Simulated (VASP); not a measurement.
Wanted: the native input for a VASP 6.6.1 run.

| Item | Value |
| --- | --- |
| Task | single point |
| Functional | LDA |
| Potentials or basis | VASP PAW LDA potentials, release 64 (Co) |
| Cutoff | 520 eV |
| k mesh | 13 × 13 × 7 |
| Occupations | fermi-dirac, width 0.08 eV |
| Spin | collinear spin, ferromagnetic start |
| Starting moments | [2.0, 2.0] μB |
| Dipole correction | no |
| Further INCAR settings | ALGO = Normal; EDIFF = 1e-06; NBANDS = 20 |

The structure of Co lies in POSCAR:

```
Co
1.0
    2.5074000000      0.0000000000      0.0000000000
   -1.2537000000      2.1714720974      0.0000000000
    0.0000000000      0.0000000000      4.0699000000
Co
2
Direct
    0.3333333333      0.6666666667      0.2500000000
    0.6666666667      0.3333333333      0.7500000000
```

The input as run:

INCAR

```
SYSTEM = Co
PREC     = Accurate       ! precision mode
ENCUT    = 520            ! plane-wave cutoff, eV
EDIFF    = 1E-6           ! SCF threshold, eV
ISMEAR   = -1             ! smearing method
SIGMA    = 0.08           ! smearing width, eV
LREAL    = .FALSE.        ! projectors in reciprocal space
LASPH    = .TRUE.         ! aspherical terms in the spheres
NELM     = 150            ! most SCF steps
ALGO     = Normal         ! electronic algorithm
ISIF     = 2              ! what is computed and relaxed
LWAVE    = .FALSE.        ! write WAVECAR
LCHARG   = .FALSE.        ! write CHGCAR
ISPIN    = 2              ! spin polarisation
MAGMOM   = 2 2            ! initial moments
LORBIT   = 11             ! projections on sites
LMAXMIX  = 4              ! l up to which the mixer works
NBANDS   = 20             ! bands
```

KPOINTS

```
Automatic mesh
0
G
  13 13 7
  0 0 0
```

Potentials or basis: VASP PAW LDA potentials, release 64 (Co).

The run is started by

```sh
$ cat potpaw_LDA.64/Co/POTCAR > POTCAR
$ mpirun -np 1 vasp_std > vasp.out
```

Results of the run:

```
Pressure                                              : -22.2 GPa
Net moment                                            : 3.14 μB per cell
Site moments                                          : Co +1.58 μB
Valence electrons inside the program's atomic spheres : Co 8.24
```

It took 120 s on 1 thread of Intel Xeon 6975P-C, on a shared host, peak memory 0.17 GiB.
